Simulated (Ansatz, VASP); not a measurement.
# Sc3AlP in VASP and in Ansatz

```
Sc Al P
1.0
     5.00726    0.00000    0.00000
     0.00000    5.00726    0.00000
     0.00000    0.00000    5.00726
Sc Al P
3 1 1
Cartesian
  0.0000 2.5036 0.0000
  2.5036 0.0000 0.0000
  0.0000 0.0000 2.5036
  0.0000 0.0000 0.0000
  2.5036 2.5036 2.5036
```

Alike in both runs: functional PBE; k mesh 8 × 8 × 8; occupations gaussian, width 0.1 eV; no spin polarisation.

Ansatz relaxed the structure, and its values are those at the end. VASP's run is a single point on that final structure, the one shown.

|  | VASP | Ansatz |
| --- | --- | --- |
| version | VASP 6.6.1 | Ansatz 0.2.0 |
| potentials or method | VASP PAW PBE potentials, release 64 (Sc_sv, Al, P), cutoff 520 eV | scalar-relativistic, plane waves, PAW |
| valence electrons in the cell | 41 | 41 |

|  | VASP | Ansatz | Ansatz less VASP |
| --- | --- | --- | --- |
| gap on the k mesh at the Fermi level (eV) | none | none | - |
| pressure (GPa) | 0.1 | 0.0 | -0.06 |

A gap of «none» marks a metal or a gap that the smearing closes.
